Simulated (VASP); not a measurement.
# HfTi2Si2 (P-6m2) in VASP: further runs, part 3 of 3

VASP 6.6.1.

## (6) Relaxation of cell and atoms, PBE

This run uses another cell than the first one, of 23.99 Å³/atom.

INCAR

```
SYSTEM = HfTi2Si2
ALGO = Normal
EDIFF = 1E-7
EDIFFG = -0.04
ENCUT = 600
GGA = PE
IBRION = 2
ISIF = 3
ISMEAR = 0
LASPH = .TRUE.
LCHARG = .FALSE.
LREAL = .FALSE.
LWAVE = .FALSE.
NELM = 60
NSW = 90
PREC = Accurate
SIGMA = 0.1
```

KPOINTS

```
k-points
0
G
  6 6 4
  0 0 0
```

POSCAR

```
HfTi2Si2
1.0
    4.3781930501      0.0000000000      0.0000000000
   -2.1890965250      3.7916264041      0.0000000000
    0.0000000000      0.0000000000      7.2246260754
Hf Ti Si
1 2 2
Direct
    0.6666666667      0.3333333333      0.5000000000
    0.3333333333      0.6666666667      0.5000000000
    0.0000000000      0.0000000000      0.0000000000
    0.6666666667      0.3333333333      0.8473655157
    0.6666666667      0.3333333333      0.1526344843
```

Potentials or basis: VASP PAW PBE potentials, release 64 (Hf_pv, Ti_sv, Si).

Run with:

```
$ cat potpaw_PBE.64/Hf_pv/POTCAR potpaw_PBE.64/Ti_sv/POTCAR potpaw_PBE.64/Si/POTCAR > POTCAR
$ mpirun -np 1 vasp_std > vasp.out
```

Run time: 2.4 min. Hardware: 1 thread of Intel Xeon 6975P-C (Granite Rapids), shared host; peak memory 0.32 GiB.

The run converged. Its results:

```
Free energy                           : -31.1188 eV
Relaxed volume                        : 24.05 Å³/atom
Relaxed cell                          : a = 4.394 Å, b = 4.394 Å, c = 7.190 Å, α = 90.00°, β = 90.00°, γ = 120.00°
Space group after relaxing (to 0.1 Å) : P-6m2 (No. 187)
Energy gained by relaxing             : 0.7 meV/atom
Ionic steps                           : 3
Pressure after relaxing               : 0.2 GPa
Largest force after relaxing          : 0.025 eV/Å
Band gap on the k mesh                : zero (bands 21 and 22 overlap by 0.46 eV)
```

Forces in eV/Å, atoms in the order of the input:
```
Hf   0.000  0.000  0.000
Ti   0.000  0.000  0.000
Ti   0.000  0.000  0.000
Si   0.000  0.000 -0.025
Si   0.000  0.000  0.025
```

The path:
```
step  energy change (eV)  largest force (eV/Å)  pressure (GPa)  volume (Å³)
   1              0.0000                0.0241            0.15       119.93
   2             -0.0031                0.0395            0.18       120.33
   3             -0.0033                0.0251            0.16       120.24
```

Final structure:
```cif
data_structure
_symmetry_space_group_name_H-M 'P 1'
_symmetry_Int_Tables_number 1
_cell_length_a 4.3943
_cell_length_b 4.3943
_cell_length_c 7.1903
_cell_angle_alpha 90.000
_cell_angle_beta 90.000
_cell_angle_gamma 120.000
_cell_volume 120.24
loop_
_atom_site_label
_atom_site_type_symbol
_atom_site_fract_x
_atom_site_fract_y
_atom_site_fract_z
_atom_site_occupancy
Hf1 Hf 0.66667 0.33333 0.50000 1
Ti1 Ti 0.33333 0.66667 0.50000 1
Ti2 Ti 0.00000 0.00000 0.00000 1
Si1 Si 0.66667 0.33333 0.84749 1
Si2 Si 0.66667 0.33333 0.15251 1
```

Levels at points of the mesh, in eV from the Fermi level:
| k point | band 19 | band 20 | band 21 | band 22 | band 23 | band 24 |
| --- | --- | --- | --- | --- | --- | --- |
| (0.00, 0.00, 0.00) | -0.78 | 0.07 | 0.07 | 0.67 | 0.67 | 0.72 |
| (0.50, 0.00, 0.00) | -1.38 | -0.50 | -0.18 | 0.04 | 0.25 | 0.28 |
| (0.00, 0.00, 0.50) | -0.34 | -0.02 | -0.02 | 0.86 | 0.86 | 1.28 |
| (0.50, 0.00, 0.50) | -0.80 | -0.59 | -0.20 | -0.18 | -0.16 | 0.37 |

Caveat: spin-orbit coupling is left out, which moves the levels of the heavy elements.

## (7) Single point, PBE, collinear spin

This run uses another cell than the first one, of 24.12 Å³/atom.

INCAR

```
PREC = Accurate ; ENCUT = 520
EDIFF = 1E-6 ; ISMEAR = 0
SIGMA = 0.1 ; LREAL = F
LASPH = T ; NELM = 150
ALGO = Fast ; ISIF = 2
LWAVE = F ; LCHARG = F
ISPIN = 2 ; MAGMOM = 0 1 1 0 0
LORBIT = 11 ; LMAXMIX = 4
GGA = PE ; NBANDS = 33
```

KPOINTS

```
regular mesh
0
Gamma
  6 6 4
```

POSCAR

```
HfTi2Si2
1.0
    4.4011801301      0.0000000000      0.0000000000
   -2.2005900651      3.8115337993      0.0000000000
    0.0000000000      0.0000000000      7.1898948874
Hf Ti Si
1 2 2
Direct
    0.6666666667      0.3333333333      0.5000000000
    0.3333333333      0.6666666667      0.5000000000
    0.0000000000      0.0000000000      0.0000000000
    0.6666666667      0.3333333333      0.8472411104
    0.6666666667      0.3333333333      0.1527588896
```

Run with:

```
$ cat potpaw_PBE.64/Hf_pv/POTCAR potpaw_PBE.64/Ti_sv/POTCAR potpaw_PBE.64/Si/POTCAR > POTCAR
$ mpirun -np 1 vasp_std > vasp.out
```

It took 4.2 min on 1 thread of Intel Xeon 6975P-C (Granite Rapids), shared host; peak memory 0.39 GiB.

Results (log left out):

| Quantity | Value |
| --- | --- |
| Free energy | -31.1190 eV |
| Pressure | 0.0 GPa |
| Largest force | 0.045 eV/Å |
| Band gap on the k mesh | zero (filled and empty bands overlap) |
| Net moment | 0.00 μB per cell |
| Valence electrons inside the program's atomic spheres | Hf 8.68; Ti 10.37, 10.05; Si 1.70 |

Forces on the atoms (eV/Å):
```
Hf   0.000  0.000  0.000
Ti   0.000  0.000  0.000
Ti   0.000  0.000  0.000
Si   0.000  0.000  0.045
Si   0.000  0.000 -0.045
```

Stress tensor (GPa, compression positive):
```
-0.11  0.00  0.00
 0.00 -0.11  0.00
 0.00  0.00  0.16
```

Levels at points of the mesh, in eV from the Fermi level:
Spin up:
| k point | band 19 | band 20 | band 21 | band 22 | band 23 | band 24 |
| --- | --- | --- | --- | --- | --- | --- |
| (0.00, 0.00, 0.00) | -0.78 | 0.07 | 0.07 | 0.67 | 0.67 | 0.71 |
| (0.50, 0.00, 0.00) | -1.37 | -0.51 | -0.17 | 0.04 | 0.25 | 0.28 |
| (0.00, 0.00, 0.50) | -0.34 | -0.01 | -0.01 | 0.86 | 0.86 | 1.27 |
| (0.50, 0.00, 0.50) | -0.80 | -0.60 | -0.19 | -0.18 | -0.15 | 0.37 |
Spin down:
```
           k point  band 17  band 18  band 19  band 20  band 21  band 22  band 23  band 24  band 25  band 26
(0.00, 0.00, 0.00)    -2.06    -0.78    -0.78     0.07     0.07     0.67     0.67     0.71     1.23     1.36
(0.50, 0.00, 0.00)    -1.75    -1.64    -1.37    -0.51    -0.18     0.04     0.25     0.28     0.89     0.95
(0.00, 0.00, 0.50)    -2.38    -0.34    -0.34    -0.01    -0.01     0.86     0.86     1.27     1.27     1.34
(0.50, 0.00, 0.50)    -1.89    -1.19    -0.80    -0.60    -0.19    -0.18    -0.16     0.37     0.38     1.00
```

Caveat: spin-orbit coupling is left out, which moves the levels of the heavy elements.

## (8) Summary

| task | spin | cell | k mesh | cutoff (eV) | gap on the mesh (eV) | pressure (GPa) | relaxed volume (Å³/atom) | largest force (eV/Å) |
| --- | --- | --- | --- | --- | --- | --- | --- | --- |
| single point | off | a = 3.728, b = 3.728, c = 7.927 Å, angles 90.0, 90.0, 120.0°, 5 atoms, atomic positions A | 6 × 6 × 2 | 520 | none | 18.6 | - | 3.38 |
| single point | off | a = 4.378, b = 4.378, c = 7.225 Å, angles 90.0, 90.0, 120.0°, 5 atoms, atomic positions B | 6 × 6 × 2 | 520 | none | 0.1 | - | 0.06 |
| single point | off | a = 4.401, b = 4.401, c = 7.190 Å, angles 90.0, 90.0, 120.0°, 5 atoms, atomic positions B | 6 × 6 × 4 | 520 | none | 0.0 | - | 0.05 |
| relaxation of cell and atoms | off | relaxed from a = 3.728, b = 3.728, c = 7.927 Å, angles 90.0, 90.0, 120.0°, 5 atoms, atomic positions A | 6 × 6 × 2 | 600 | none | -0.1 | 24.03 | - |
| relaxation of cell and atoms | off | relaxed from a = 4.378, b = 4.378, c = 7.225 Å, angles 90.0, 90.0, 120.0°, 5 atoms, atomic positions B | 6 × 6 × 4 | 600 | none | 0.2 | 24.05 | 0.03 |
| single point | collinear | a = 4.401, b = 4.401, c = 7.190 Å, angles 90.0, 90.0, 120.0°, 5 atoms, atomic positions B | 6 × 6 × 4 | 520 | none | 0.0 | - | 0.04 |

Alike in all rows: level PBE; potentials or basis VASP PAW PBE potentials, release 64 (Hf_pv, Ti_sv, Si); smearing gaussian 0.1 eV.

Caveats: some runs use coarse meshes; spin-orbit coupling is left out, which moves the levels of the heavy elements; forces of over 1 eV/Å act on the atoms, so gaps and moduli don't describe the material at rest (at least some runs); the volume moved by over 15 % at a fixed basis, so the end points are rough (at least some runs).

Absolute energies hang on the potentials; compare differences alone.
